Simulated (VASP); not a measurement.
# SiO2 (P4_2/mnm) in VASP: further runs, part 2 of 2

VASP 6.6.1. Earlier steps stand in the parts before.

### 4 Single point, LDA (7.66 Å³/atom)

This run uses another cell than the first one, of 7.66 Å³/atom.

Contents of INCAR:

```
PREC = Accurate
ENCUT = 1340
EDIFF = 1E-6
ISMEAR = 0
SIGMA = 0.05
LREAL = False
LASPH = True
NELM = 120
ALGO = Normal
ISIF = 2
LWAVE = False
LCHARG = False
GGA = CA
NBANDS = 25
GGA_COMPAT = False
```

Contents of KPOINTS:

```
regular mesh
0
Gamma
  6 6 10
```

Contents of POSCAR:

```
SiO2
1.0
    4.0065996114      0.0000000000      0.0000000000
    0.0000000000      4.0065996114      0.0000000000
    0.0000000000      0.0000000000      2.8623147624
Si O
2 4
Direct
    0.5000000000      0.5000000000      0.5000000000
    0.0000000000      0.0000000000      0.0000000000
    0.6944252994      0.6944252994      0.0000000000
    0.1944252994      0.8055747006      0.5000000000
    0.3055747006      0.3055747006      0.0000000000
    0.8055747006      0.1944252994      0.5000000000
```

Potentials or basis: VASP PAW LDA potentials, release 64 (Si, O_h).

Launch:

```
$ cat potpaw_LDA.64/Si/POTCAR potpaw_LDA.64/O_h/POTCAR > POTCAR
$ mpirun -np 1 vasp_std > vasp.out
```

OUTCAR:

```text
PREC = Accurate
   ENCUT = 1340
   EDIFF = 1E-6
   ISMEAR = 0
   LREAL = False
   LASPH = True
   NELM = 120
   ISIF = 2
   GGA = CA

 ion  position               nearest neighbor table
   1  0.500  0.500  0.500-   4 1.73   6 1.73   5 1.81   3 1.81   3 1.81   5 1.81
   2  0.000  0.000  0.000-   3 1.73   5 1.73   4 1.81   6 1.81   4 1.81   6 1.81
   3  0.694  0.694  0.000-   2 1.73   1 1.81   1 1.81
   4  0.194  0.806  0.500-   1 1.73   2 1.81   2 1.81
   5  0.306  0.306  0.000-   2 1.73   1 1.81   1 1.81
   6  0.806  0.194  0.500-   1 1.73   2 1.81   2 1.81

  LATTYP: Found a simple tetragonal cell.
 ALAT       =     4.0065996114
 C/A-ratio  =     0.7144000000

  Lattice vectors:

 A1 = (   4.0065996114,   0.0000000000,   0.0000000000)
 A2 = (   0.0000000000,   4.0065996114,   0.0000000000)
 A3 = (   0.0000000000,   0.0000000000,   2.8623147624)

Analysis of symmetry for initial positions (statically):
=====================================================================
 Subroutine PRICEL returns:
 Original cell was already a primitive cell.

[... 183 lines left out ...]
 cond. band min:      14.0885392667   @ k =   0.0000   0.0000   0.0000
 fundamental gap:      5.1291017185
 Fermi energy:         9.2749490333

 k-point     1 :       0.0000    0.0000    0.0000
  band No.  band energies     occupation
      1     -13.3769      2.00000
      2      -9.3297      2.00000
      3      -9.3297      2.00000
      4      -8.8962      2.00000
      5      -1.9353      2.00000
      6       2.3987      2.00000
[... 661 lines left out ...]
     24      21.2530      0.00000
     25      23.0369      0.00000

 [... further k-points ...]

------------------------ aborting loop because EDIFF is reached ----------------------------------------

  FORCE on cell =-STRESS in cart. coord.  units (eV):
  Direction    XX          YY          ZZ          XY          YZ          ZX
  --------------------------------------------------------------------------------------
  -------------------------------------------------------------------------------------
  Total        3.9268252      3.9268252     -9.2306853      0.0000000      0.0000000      0.0000000
  in kB      136.9250397    136.9250397   -321.8661086      0.0000000      0.0000000      0.0000000
  external PRESSURE =     -16.0053431 kB  Pullay stress =       0.0000000 kB

 VOLUME and BASIS-vectors are now :
 -----------------------------------------------------------------------------
  energy-cutoff  :     1340.00
  volume of cell :       45.95
      direct lattice vectors                 reciprocal lattice vectors
     4.006599611  0.000000000  0.000000000     0.249588204  0.000000000  0.000000000
     0.000000000  4.006599611  0.000000000     0.000000000  0.249588204  0.000000000
     0.000000000  0.000000000  2.862314762     0.000000000  0.000000000  0.349367586

 POSITION                                       TOTAL-FORCE (eV/Angst)
 -----------------------------------------------------------------------------------
      2.00330      2.00330      1.43116         0.000000      0.000000     -0.000000
      0.00000      0.00000      0.00000         0.000000      0.000000     -0.000000
      2.78228      2.78228      0.00000         0.363602      0.363602     -0.000000
      0.77898      3.22762      1.43116         0.363602     -0.363602      0.000000
      1.22432      1.22432      0.00000        -0.363602     -0.363602      0.000000
      3.22762      0.77898      1.43116        -0.363602      0.363602     -0.000000
 -----------------------------------------------------------------------------------
    total drift:                                0.000000     -0.000000      0.000000

  FREE ENERGIE OF THE ION-ELECTRON SYSTEM (eV)
  ---------------------------------------------------
  free  energy   TOTEN  =       -51.5464258589 eV

  energy  without entropy=      -51.5464258589  energy(sigma->0) =      -51.54642586
```

stdout:

```text
POSCAR found type information on POSCAR SiO
 POSCAR found :  2 types and       6 ions
 scaLAPACK will be used
 LDA part: xc-table for (Slater(with rela. corr.)+CA(PZ))
 , standard interpolation
 POSCAR, INCAR and KPOINTS ok, starting setup
 FFT: planning ... GRIDC
 FFT: planning ... GRID_SOFT
 FFT: planning ... GRID
 WAVECAR not read
 entering main loop
```

Wall time 2.2 min (1 thread of Intel Xeon Platinum 8488C (Sapphire Rapids), shared host); peak memory 0.36 GiB.

Results:

```
Free energy            : -51.5464 eV
Pressure               : -1.6 GPa
Largest force          : 0.514 eV/Å
Band gap on the k mesh : 5.13 eV
```

Forces on the atoms (eV/Å):
```
Si   0.000  0.000  0.000
Si   0.000  0.000  0.000
O    0.364  0.364  0.000
O    0.364 -0.364  0.000
O   -0.364 -0.364  0.000
O   -0.364  0.364  0.000
```

Stress tensor (GPa, compression positive):
```
 13.69   0.00   0.00
  0.00  13.69   0.00
  0.00   0.00 -32.19
```

Caveat: the stress differs along the axes, from -32 to 14 GPa. A k mesh can miss the band edges.

### 5 Summary

```tsv
cell	gap on the mesh (eV)	pressure (GPa)	largest force (eV/Å)
a = 4.161, b = 4.161, c = 2.570 Å, 6 atoms	6.55	14.5	0.09
a = 4.319, b = 4.319, c = 2.306 Å, 6 atoms	6.74	44.6	0.18
a = 4.007, b = 4.007, c = 2.862 Å, 6 atoms	5.13	-1.6	0.51
```

Alike in all rows: task single point; level LDA; potentials or basis VASP PAW LDA potentials, release 64 (Si, O_h); no spin polarisation; k mesh 6 × 6 × 10; cutoff (eV) 1340; smearing gaussian 0.05 eV.

Caveats: the stress differs along the axes, from 7 to 30 GPa (at least some runs); the stress differs along the axes, from 0 to 133 GPa (at least some runs); the stress differs along the axes, from -32 to 14 GPa (at least some runs).

Total energies depend on the potentials used, so only differences within one code and one set of settings carry meaning.
